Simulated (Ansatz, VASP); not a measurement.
## SnO2 in VASP and in Ansatz

Contents of INCAR:

```
SYSTEM = SnO2
PREC = Accurate
ENCUT = 520
EDIFF = 1E-7
ISMEAR = 0
SIGMA = 0.05
LREAL = .FALSE.
LASPH = .TRUE.
NELM = 60
ALGO = Normal
ISIF = 2
LWAVE = .FALSE.
LCHARG = .TRUE.
GGA = PE
LELF = .TRUE.
LVHAR = .TRUE.
NBANDS = 64
```

The input KPOINTS:

```
regular mesh
0
G
  6 6 6
  0 0 0
```

The input POSCAR:

```
SnO2
1.0
    4.7254345640      0.0000000000      0.0000000000
    0.0000000000      6.2244086988      0.0000000000
    0.0000000000      0.0000000000      5.2335977819
Sn O
4 8
Direct
    0.5000000000      0.6651654903      0.7500000000
    0.0000000000      0.8348345097      0.2500000000
    0.5000000000      0.3348345097      0.2500000000
    0.0000000000      0.1651654903      0.7500000000
    0.7301204269      0.6070551965      0.0781681516
    0.2301204269      0.8929448035      0.9218318484
    0.7698795731      0.8929448035      0.5781681516
    0.2698795731      0.6070551965      0.4218318484
    0.7301204269      0.3929448035      0.5781681516
    0.2301204269      0.1070551965      0.4218318484
    0.7698795731      0.1070551965      0.0781681516
    0.2698795731      0.3929448035      0.9218318484
```

Input for Ansatz:

```yaml
crystal:
  lattice:
    - [4.725434564, 0.0, 0.0]
    - [0.0, 6.2244086988, 0.0]
    - [0.0, 0.0, 5.2335977819]
  atoms:
    - { symbol: Sn, position: [0.5, 0.6651654903, 0.75] }
    - { symbol: Sn, position: [0.0, 0.8348345097, 0.25] }
    - { symbol: Sn, position: [0.5, 0.3348345097, 0.25] }
    - { symbol: Sn, position: [0.0, 0.1651654903, 0.75] }
    - { symbol: O, position: [0.7301204269, 0.6070551965, 0.0781681516] }
    - { symbol: O, position: [0.2301204269, 0.8929448035, 0.9218318484] }
    - { symbol: O, position: [0.7698795731, 0.8929448035, 0.5781681516] }
    - { symbol: O, position: [0.2698795731, 0.6070551965, 0.4218318484] }
    - { symbol: O, position: [0.7301204269, 0.3929448035, 0.5781681516] }
    - { symbol: O, position: [0.2301204269, 0.1070551965, 0.4218318484] }
    - { symbol: O, position: [0.7698795731, 0.1070551965, 0.0781681516] }
    - { symbol: O, position: [0.2698795731, 0.3929448035, 0.9218318484] }
basis:
  ecutwfc: 520.0
kpoints:
  mp_grid: { grid: [6, 6, 6] }
hamiltonian:
  xc: pbe
  pseudopotentials: { kind: paw, azcp: { folder: soft_1 } }
scf:
  occupations: { method: gaussian, width: 0.05 }
output:
  forces: true
  stress: true
  eigenvalues: true
```

Change from the starting cell: volume 12.828 Å^3 an atom, stretch along b over the lengths across it, relative to the relaxed cell 1.0835.

Alike in both runs: task single point; functional PBE; k mesh 6 × 6 × 6; occupations gaussian, width 0.05 eV; no spin polarisation.

|  | VASP | Ansatz |
| --- | --- | --- |
| version | VASP 6.6.1 | Ansatz 0.2.0 |
| potentials or method | VASP PAW PBE potentials, release 64 (Sn_d, O), cutoff 520 eV | scalar-relativistic, plane waves, PAW |
| valence electrons in the cell | 104 | 104 |

VASP gave:

| Property | Result |
| --- | --- |
| gap on the k mesh at the Fermi level (eV) | 0.59 |
| least direct gap on the mesh (eV) | 0.59 |
| pressure (GPa) | -5.1 |
| traceless stress, the component that is largest in VASP (GPa) | -7.08 |
| rms of the force components (eV/Å) | 0.123 |

Question: Which values does Ansatz return?

Answer: gap on the k mesh at the Fermi level (eV): 0.60; least direct gap on the mesh (eV): 0.60; pressure (GPa): -5.6; traceless stress, the component that is largest in VASP (GPa): -6.99; rms of the force components (eV/Å): 0.119.

Atom by atom the forces differ by 0.012 eV/Å (rms over components).
